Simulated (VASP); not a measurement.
# BaZrO3: relaxation of cell and atoms with PBE+D4

BaZrO3:

```
CELL_PARAMETERS angstrom
4.19134 0.00000 0.00000
0.00000 4.19134 0.00000
0.00000 0.00000 4.19134
ATOMIC_POSITIONS crystal
Ba 0.00000 0.00000 0.00000
Zr 0.50000 0.50000 0.50000
O 0.50000 0.50000 0.00000
O 0.50000 0.00000 0.50000
O 0.00000 0.50000 0.50000
```

```
Program                : VASP 6.6.1
Task                   : relaxation of cell and atoms
Functional             : PBE
Dispersion             : D4
Potentials or basis    : VASP PAW PBE potentials, release 64 (Ba_sv, Zr_sv, O)
Cutoff                 : 600 eV
k mesh                 : 6 × 6 × 6
Occupations            : fermi-dirac, width 0.05 eV
Spin                   : no spin polarisation
Dipole correction      : no
Further INCAR settings : ALGO = Normal; EDIFF = 1e-06; IBRION = 2; EDIFFG = -0.01; NSW = 60; ISIF = 3
```

```json
{
  "Relaxed volume": "14.98 Å³/atom",
  "Relaxed cell": "a = 4.215 Å, b = 4.215 Å, c = 4.215 Å, α = 90.00°, β = 90.00°, γ = 90.00°",
  "Space group after relaxing (to 0.1 Å)": "Pm-3m (No. 221)",
  "Energy gained by relaxing": "2.0 meV/atom",
  "Ionic steps": "3",
  "Pressure after relaxing": "0.0 GPa",
  "Band gap on the k mesh": "3.15 eV (least direct gap 3.40 eV)",
  "Dispersion energy per atom": "-0.197 eV"
}
```

The path:
| step | energy change (eV) | largest force (eV/Å) | pressure (GPa) | volume (Å³) |
| --- | --- | --- | --- | --- |
| 1 | 0.0000 | 0.0000 | 2.66 | 73.63 |
| 2 | 0.0018 | 0.0000 | -2.71 | 76.27 |
| 3 | -0.0102 | 0.0000 | 0.00 | 74.88 |

Final structure:
```xyz
5
Lattice="4.2149 0.0000 0.0000 0.0000 4.2149 0.0000 0.0000 0.0000 4.2149" Properties=species:S:1:pos:R:3 pbc="T T T"
Ba    0.0000    0.0000    0.0000
Zr    2.1075    2.1075    2.1075
O     2.1075    2.1075    0.0000
O     2.1075    0.0000    2.1075
O     0.0000    2.1075    2.1075
```

Levels at points of the mesh, in eV from the valence-band top:
```tsv
k point	band 16	band 17	band 18	band 19	band 20	band 21	band 22	band 23	band 24
(0.00, 0.00, 0.00)	-0.96	-0.96	-0.24	-0.24	-0.24	3.15	3.15	3.15	4.63
(0.50, 0.00, 0.00)	-1.71	-1.71	-1.64	-0.48	-0.48	3.58	5.60	5.60	6.37
(0.50, 0.50, 0.00)	-2.35	-0.93	-0.93	-0.83	-0.08	5.57	5.57	6.36	6.40
(0.50, 0.50, 0.50)	-2.53	-2.53	0.00	0.00	0.00	5.92	5.92	5.92	6.86
```

It took 2.8 min on 1 thread of Intel Xeon 8259CL, on a shared host, peak memory 0.25 GiB.

Caveat: spin-orbit coupling is left out, which moves the levels of the heavy elements. A k mesh can miss the band edges.
